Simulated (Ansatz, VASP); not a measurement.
**Y: VASP beside Ansatz**

```xyz
2
Lattice="3.6359 0.0000 0.0000 -1.8179 3.1488 0.0000 0.0000 0.0000 5.6790" Properties=species:S:1:pos:R:3 pbc="T T T"
Y     0.0000    2.0992    1.4197
Y     1.8179    1.0496    4.2592
```

Alike in both runs: task single point; functional revPBE; k mesh 16 × 16 × 9; occupations fermi-dirac, width 0.1 eV; no spin polarisation.

|  | VASP | Ansatz |
| --- | --- | --- |
| version | VASP 6.6.1 | Ansatz 0.2.0 |
| potentials or method | VASP PAW PBE potentials, release 64 (Y_sv), cutoff 520 eV | plane waves (420 eV) with PAW, scalar-relativistic |
| valence electrons in the cell | 22 | 22 |

VASP gave:

| Item | Value |
| --- | --- |
| pressure (GPa) | 1.6 |

**Question.** Which values does Ansatz return?

**Answer.** Pressure (GPa): 1.7.

VASP's potentials were made for PBE, not for revPBE. The functional is the same, so the differences come from potentials, cutoffs and numerics.
